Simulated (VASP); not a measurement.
# Te (P3_121) in VASP: settings compared

Aim: see how the results for Te move with the level of theory and the settings. Levels: PBE-based screened hybrid with 25 % exact exchange, PBE+D3(BJ). Tasks: single point.

Program: VASP 6.6.1. These are calculated values, not measurements. Logs are shortened: lines on timing, memory, paths and dates and some standing lists are left out, and cuts for length are marked.

**1. The cell of the first run**

It takes space group P3_121 (No. 152, trigonal). Conventional cell: a = 4.454 Å, b = 4.454 Å, c = 5.924 Å, α = 90.00°, β = 90.00°, γ = 120.00°. Within 3.8 Å of Te (site symmetry 2) lie 6 Te at 2.86 to 3.47 Å.

**2. Single point, PBE-based screened hybrid with 25 % exact exchange**

The input, POSCAR:

```
Te
1.0
    4.4540000000      0.0000000000      0.0000000000
   -2.2270000000      3.8572771485      0.0000000000
    0.0000000000      0.0000000000      5.9240000000
Te
3
Direct
    0.7310000000      0.7310000000      0.0000000000
    0.0000000000      0.2690000000      0.6666666667
    0.2690000000      0.0000000000      0.3333333333
```

The input, INCAR.step1:

```
SYSTEM = Te
PREC = Accurate
ENCUT = 520
EDIFF = 1E-5
ISMEAR = -1
SIGMA = 0.05
LREAL = .False.
LASPH = .True.
NELM = 100
ALGO = Normal
ISIF = 2
LWAVE = .True.
GGA = PE
NBANDS = 16
```

The input, INCAR.step2:

```
SYSTEM = Te
PREC = Accurate
ENCUT = 520
EDIFF = 1E-7
ISMEAR = -1
SIGMA = 0.05
LREAL = .False.
LASPH = .True.
NELM = 100
ALGO = Normal
ISIF = 2
LWAVE = .False.
LCHARG = .True.
GGA = PE
LHFCALC = .True.
AEXX = 0.25
HFSCREEN = 0.3
PRECFOCK = Normal
LELF = .True.
LVHAR = .True.
ISTART = 1
NBANDS = 16
```

The input, KPOINTS:

```
Automatic mesh
0
Gamma
  4 4 3
  0 0 0
```

Potentials or basis: VASP PAW PBE potentials, release 64 (Te).

Launch:

```console
> cat potpaw_PBE.64/Te/POTCAR > POTCAR
> cp INCAR.step1 INCAR
> mpirun -np 1 vasp_std > vasp.out
> cp INCAR.step2 INCAR
> mpirun -np 1 vasp_std > vasp.out
```

OUTCAR:

```text
SYSTEM = Te
   PREC = Accurate
   ENCUT = 520
   EDIFF = 1E-7
   ISMEAR = -1
   LREAL = .False.
   LASPH = .True.
   NELM = 100
   ISIF = 2
   GGA = PE
   LHFCALC = .True.
   AEXX = 0.25
   HFSCREEN = 0.3
   PRECFOCK = Normal
   ISTART = 1

 ion  position               nearest neighbor table
   1  0.731  0.731  0.000-   3 2.86   2 2.86   3 3.47   2 3.47   2 3.47   3 3.47
   2  0.000  0.269  0.667-   1 2.86   3 2.86   1 3.47   1 3.47   3 3.47   3 3.47
   3  0.269  0.000  0.333-   1 2.86   2 2.86   1 3.47   1 3.47   2 3.47   2 3.47

  LATTYP: Found a hexagonal cell.
 ALAT       =     4.4540000000
 C/A-ratio  =     1.3300404131

  Lattice vectors:

 A1 = (   4.4540000000,   0.0000000000,   0.0000000000)
 A2 = (  -2.2270000000,   3.8572771485,   0.0000000000)
 A3 = (   0.0000000000,   0.0000000000,   5.9240000000)

Analysis of symmetry for initial positions (statically):
=====================================================================
 Subroutine PRICEL returns:
 Original cell was already a primitive cell.

 Routine SETGRP: Setting up the symmetry group for a
 hexagonal supercell.

 Subroutine GETGRP returns: Found  6 space group operations
 (whereof  2 operations were pure point group operations)
 out of a pool of 24 trial point group operations.

The static configuration has the point symmetry C_2 .
 The point group associated with its full space group is D_3 .

Analysis of symmetry for dynamics (positions and initial velocities):
=====================================================================
 Subroutine PRICEL returns:
 Original cell was already a primitive cell.

 Routine SETGRP: Setting up the symmetry group for a
 hexagonal supercell.

 Subroutine GETGRP returns: Found  6 space group operations
 (whereof  2 operations were pure point group operations)
 out of a pool of 24 trial point group operations.

The dynamic configuration has the point symmetry C_2 .
 The point group associated with its full space group is D_3 .

 Subroutine INISYM returns: Found  6 space group operations
 (whereof  2 operations are pure point group operations),
 and found     1 'primitive' translations

----------------------------------------------------------------------------------------

                                     Primitive cell

  volume of cell :     101.7762

  direct lattice vectors                    reciprocal lattice vectors
     4.454000000  0.000000000  0.000000000     0.224517288  0.129625117  0.000000000
    -2.227000000  3.857277149  0.000000000     0.000000000  0.259250233  0.000000000
     0.000000000  0.000000000  5.924000000     0.000000000  0.000000000  0.168804862

  length of vectors
     4.454000000  4.454000000  5.924000000     0.259250233  0.259250233  0.168804862

  position of ions in fractional coordinates (direct lattice)
     0.731000000  0.731000000  0.000000000
     0.000000000  0.269000000  0.666666667
     0.269000000  0.000000000  0.333333333

  ion indices of the primitive-cell ions
   primitive index   ion index
                 1           1
                 2           2
                 3           3

----------------------------------------------------------------------------------------

 KPOINTS: Automatic mesh

Automatic generation of k-mesh.
 Grid dimensions read from file:
 generate k-points for:    4    4    3

 Generating k-lattice:

  Cartesian coordinates                     Fractional coordinates (reciprocal lattice)
     0.056129322  0.032406279  0.000000000     0.250000000  0.000000000  0.000000000
     0.000000000  0.064812558  0.000000000     0.000000000  0.250000000  0.000000000
     0.000000000  0.000000000  0.056268287     0.000000000  0.000000000  0.333333333

  Length of vectors
     0.064812558  0.064812558  0.056268287

  Shift w.r.t. Gamma in fractional coordinates (k-lattice)
     0.000000000  0.000000000  0.000000000

 Subroutine IBZKPT returns following result:
 ===========================================

 Found      9 irreducible k-points:

 Following reciprocal coordinates:
            Coordinates               Weight
  0.000000  0.000000  0.000000      1.000000
  0.250000  0.000000  0.000000      6.000000
  0.500000  0.000000  0.000000      3.000000
  0.250000  0.250000  0.000000      6.000000
  0.000000  0.000000  0.333333      2.000000
  0.250000  0.000000  0.333333      6.000000
  0.000000  0.250000  0.333333      6.000000
  0.500000  0.000000  0.333333      6.000000
  0.250000  0.250000  0.333333     12.000000
   k-points           NKPTS =      9   k-points in BZ     NKDIM =     48   number of bands    NBANDS=     16
   number of dos      NEDOS =    301   number of ions     NIONS =      3
   total plane-waves  NPLWV =  62208
   dimension x,y,z NGX =    36 NGY =   36 NGZ =   48
   dimension x,y,z NGXF=    72 NGYF=   72 NGZF=   96
   ions per type =               3
   NGX,Y,Z   is equivalent  to a cutoff of  13.44, 13.44, 13.47 a.u.
   NGXF,Y,Z  is equivalent  to a cutoff of  26.87, 26.87, 26.94 a.u.
 SYSTEM =  Te
   PREC   = accura    normal or accurate (medium, high low for compatibility)
   ISTART =      1    job   : 0-new  1-cont  2-samecut
   ICHARG =      0    charge: 1-file 2-atom 10-const
   ISPIN  =      1    spin polarized calculation?
   LNONCOLLINEAR =      F non collinear calculations
   LSORBIT =      F    spin-orbit coupling
   LASPH  =      T    aspherical Exc in radial PAW
   ENCUT  =  520.0 eV  38.22 Ry    6.18 a.u.   8.28  8.28 11.01*2*pi/ulx,y,z
   NELM   =    100;   NELMIN=  2; NELMDL=  0     # of ELM steps
   EDIFF  = 0.1E-06   stopping-criterion for ELM
   LREAL  =      F    real-space projection
   EDIFFG = 0.1E-05   stopping-criterion for IOM
   NSW    =      0    number of steps for IOM
   IBRION =     -1    ionic relax: 0-MD 1-quasi-New 2-CG
   NFREE  =      0    steps in history (QN), initial steepest desc. (CG)
   ISIF   =      2    stress and relaxation
   ISYM   =      3    0-nonsym 1-usesym 2-fastsym
   POTIM  = 0.5000    time-step for ionic-motion
   TEBEG  =    0.0;   TEEND  =   0.0 temperature during run
   PSTRESS=    0.0 pullay stress
   NELECT =      18.0000    total number of electrons
   NUPDOWN=      -1.0000    fix difference up-down
   EMIN   =  10.00;   EMAX   =-10.00  energy-range for DOS
   EFERMI =   0.00;   METHOD = LEGACY
   ISMEAR =    -1;   SIGMA  =   0.05  broadening in eV -4-tet -1-fermi 0-gaus
   EFERMI_NEDOS =   21; number of points for ismear=-14 and -15
   IALGO  =     38    algorithm
   IMIX   =      1    mixing-type and parameters
     AMIX     =   0.40;   BMIX     =  1.00
     AMIX_MAG =   1.60;   BMIX_MAG =  1.00
  volume/ion in A,a.u.               =      33.93       228.94
  Fermi-wavevector in a.u.,A,eV,Ry     =   0.918933  1.736531 11.489263  0.844437
  Thomas-Fermi vector in A             =   2.044070
   LORBIT       =      0    0 simple, 1 ext, 2 COOP (PROOUT), +10 PAW based schemes
   GGA     = PE    functional components
   LHFCALC =     T    Hartree Fock is set to
   PRECFOCK=normal    Normal, Fast or Accurate (Low or Medium for compatibility)
   ENCUT4O =  -1.0   cutoff for four orbital integrals eV
   NKREDX  =     1    reduce k-point grid by
   NKREDY  =     1    reduce k-point grid by
   NKREDZ  =     1    reduce k-point grid by
   AEXX    =    0.2500 exact exchange contribution
   HFSCREEN=    0.3000 screening length (either q_TF or 0.3 A-1)
   HFSCREENC=   0.3000 screening length for correlation (either q_TF or 0.3 A-1)
   ENCUTFOCK=  -1.0 apply spherical cutoff to Coloumb kernel
   IVDW    =     0    specifies the selected vdW correction
   LEPSILON=     F    determine dielectric tensor
   LRPA    =     F    only Hartree local field effects (RPA)
 non-spin polarized calculation
  energy-cutoff  :      520.00
  volume of cell :      101.78
 maximum number of plane-waves:      2758
 NGX is ok and might be reduce to    36
  NGX = 28; NGY = 28; NGZ = 36

 number of electron      17.9999999 magnetization

 Free energy of the ion-electron system (eV)
  ---------------------------------------------------
  ext. energy  EPLUGINS =         0.00000000
  ---------------------------------------------------
  free energy    TOTEN  =       -11.35834789 eV

  energy without entropy =      -11.35834426  energy(sigma->0) =      -11.35834608

 E-fermi :   5.9775     XC(G=0):  -7.7247

 val. band max:        5.3741508549   @ k =   0.2500   0.2500   0.3333
 cond. band min:       6.5081709415   @ k =   0.0000   0.0000   0.3333
 fundamental gap:      1.1340200867
 Fermi energy:         5.9774603241

 k-point     1 :       0.0000    0.0000    0.0000
  band No.  band energies     occupation
      1      -9.1314      2.00000
      2      -5.4801      2.00000
      3      -5.4801      2.00000
      4       2.3759      2.00000
      5       2.7507      2.00000
      6       2.7507      2.00000
[... 8 lines left out ...]
     15      12.0562      0.00000
     16      12.4922      0.00000

 k-point     2 :       0.2500    0.0000    0.0000
  band No.  band energies     occupation
      1      -8.6848      2.00000
      2      -5.6846      2.00000
      3      -5.3546      2.00000
      4       0.6740      2.00000
      5       1.4961      2.00000
      6       1.9855      2.00000
[... 8 lines left out ...]
     15      12.6626      0.00000
     16      13.4304      0.00000

 k-point     3 :       0.5000    0.0000    0.0000
  band No.  band energies     occupation
      1      -7.9608      2.00000
      2      -6.3046      2.00000
      3      -5.2067      2.00000
      4       0.4113      2.00000
      5       0.9184      2.00000
      6       1.7603      2.00000
[... 8 lines left out ...]
     15      15.0038      0.00000
     16      15.2988      0.00000

 k-point     4 :       0.2500    0.2500    0.0000
  band No.  band energies     occupation
      1      -8.0080      2.00000
      2      -5.9582      2.00000
      3      -5.5566      2.00000
      4       0.6269      2.00000
      5       0.6856      2.00000
      6       2.1466      2.00000
[... 8 lines left out ...]
     15      13.6980      0.00000
     16      14.4274      0.00000

 k-point     5 :       0.0000    0.0000    0.3333
  band No.  band energies     occupation
      1      -8.6914      2.00000
      2      -7.4142      2.00000
      3      -3.5164      2.00000
      4       1.7055      2.00000
      5       2.6004      2.00000
      6       2.9400      2.00000
[... 8 lines left out ...]
     15      11.7643      0.00000
     16      12.9822      0.00000

 k-point     6 :       0.2500    0.0000    0.3333
  band No.  band energies     occupation
      1      -8.2873      2.00000
      2      -7.0848      2.00000
      3      -4.3005      2.00000
      4       1.1648      2.00000
      5       1.8880      2.00000
      6       2.4469      2.00000
[... 8 lines left out ...]
     15      11.7656      0.00000
     16      12.6067      0.00000

 k-point     7 :       0.0000    0.2500    0.3333
  band No.  band energies     occupation
      1      -8.2646      2.00000
      2      -7.1533      2.00000
      3      -4.1430      2.00000
      4       0.6235      2.00000
      5       1.3195      2.00000
      6       2.2609      2.00000
[... 8 lines left out ...]
     15      12.7229      0.00000
     16      13.3026      0.00000

 k-point     8 :       0.5000    0.0000    0.3333
  band No.  band energies     occupation
      1      -7.6562      2.00000
      2      -6.7648      2.00000
      3      -5.1519      2.00000
      4      -0.2870      2.00000
      5       1.1716      2.00000
      6       1.8478      2.00000
[... 8 lines left out ...]
     15      14.6753      0.00000
     16      14.9259      0.00000

 k-point     9 :       0.2500    0.2500    0.3333
  band No.  band energies     occupation
      1      -7.6710      2.00000
      2      -6.7770      2.00000
      3      -5.0731      2.00000
      4       0.0662      2.00000
      5       0.6187      2.00000
      6       1.2653      2.00000
[... 8 lines left out ...]
     15      12.9341      0.00000
     16      13.8716      0.00000

------------------------ aborting loop because EDIFF is reached ----------------------------------------

  FORCE on cell =-STRESS in cart. coord.  units (eV):
  Direction    XX          YY          ZZ          XY          YZ          ZX
  --------------------------------------------------------------------------------------
  -------------------------------------------------------------------------------------
  Total       -0.0445234     -0.0445234     -0.7062850      0.0000000     -0.0000000      0.0000000
  in kB       -0.7008952     -0.7008952    -11.1184554      0.0000000     -0.0000000      0.0000000
  external PRESSURE =      -4.1734153 kB  Pullay stress =       0.0000000 kB

 VOLUME and BASIS-vectors are now :
 -----------------------------------------------------------------------------
  energy-cutoff  :      520.00
  volume of cell :      101.78
      direct lattice vectors                 reciprocal lattice vectors
     4.454000000  0.000000000  0.000000000     0.224517288  0.129625117  0.000000000
    -2.227000000  3.857277149  0.000000000     0.000000000  0.259250233  0.000000000
     0.000000000  0.000000000  5.924000000     0.000000000  0.000000000  0.168804862

 POSITION                                       TOTAL-FORCE (eV/Angst)
 -----------------------------------------------------------------------------------
      1.62794      2.81967      0.00000         0.124027      0.214821      0.000000
     -0.59906      1.03761      3.94933         0.124027     -0.214821     -0.000000
      1.19813      0.00000      1.97467        -0.248054     -0.000000      0.000000
 -----------------------------------------------------------------------------------
    total drift:                               -0.000000      0.000000     -0.000000

  FREE ENERGIE OF THE ION-ELECTRON SYSTEM (eV)
  ---------------------------------------------------
  free  energy   TOTEN  =       -11.3583478939 eV

  energy  without entropy=      -11.3583442568  energy(sigma->0) =      -11.35834608
```

It took 25 min on 1 thread of Intel Xeon Platinum 8259CL at 2.50GHz (Skylake/Cascade Lake), shared host; peak memory 0.35 GiB.

Results:

* Free energy: -11.3583 eV
* Pressure: -0.4 GPa
* Largest force: 0.248 eV/Å
* Band gap on the k mesh: 1.13 eV (least direct gap 1.34 eV)

Forces in eV/Å, atoms in the order of the input:
```
Te   0.124  0.215  0.000
Te   0.124 -0.215  0.000
Te  -0.248  0.000  0.000
```

Stress tensor (GPa, compression positive):
```
-0.07  0.00  0.00
 0.00 -0.07  0.00
 0.00  0.00 -1.11
```

Caveat: the PAW data sets were made with another functional, which shifts forces and pressure a little; spin-orbit coupling is left out, which moves the levels of the heavy elements.

[end of part 1 of 3]
